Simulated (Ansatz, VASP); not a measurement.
**TiCo: VASP beside Ansatz**

```
Ti Co
1.0
     2.82865    0.00000    0.00000
     0.00000    2.82865    0.00000
     0.00000    0.00000    2.82865
Ti Co
1 1
Direct
  0.00000 0.00000 0.00000
  0.50000 0.50000 0.50000
```

Change from the starting cell: volume scaled by 0.85, no spin polarisation, PAW files.

Alike in both runs: task single point; functional PBE; k mesh 13 × 13 × 13; occupations fermi-dirac, width 0.03 eV; no spin polarisation.

|  | VASP | Ansatz |
| --- | --- | --- |
| version | VASP 6.6.1 | Ansatz 0.2.0 |
| potentials or method | VASP PAW PBE potentials, release 64 (Ti_sv, Co) | PAW with Ansatz's default frozen-core files, scalar-relativistic |
| plane-wave cutoff (eV) | 520 | 420 |
| valence electrons in the cell | 21 | 29 |

|  | VASP | Ansatz | Ansatz less VASP |
| --- | --- | --- | --- |
| pressure (GPa) | 34.8 | 35.8 | +0.97 |

Both programs put the cell under a high pressure, so it lies far from rest at this level. VASP's potentials hold 21 valence electrons a cell and Ansatz's 29, so a difference there can come from the potentials and not from the codes.
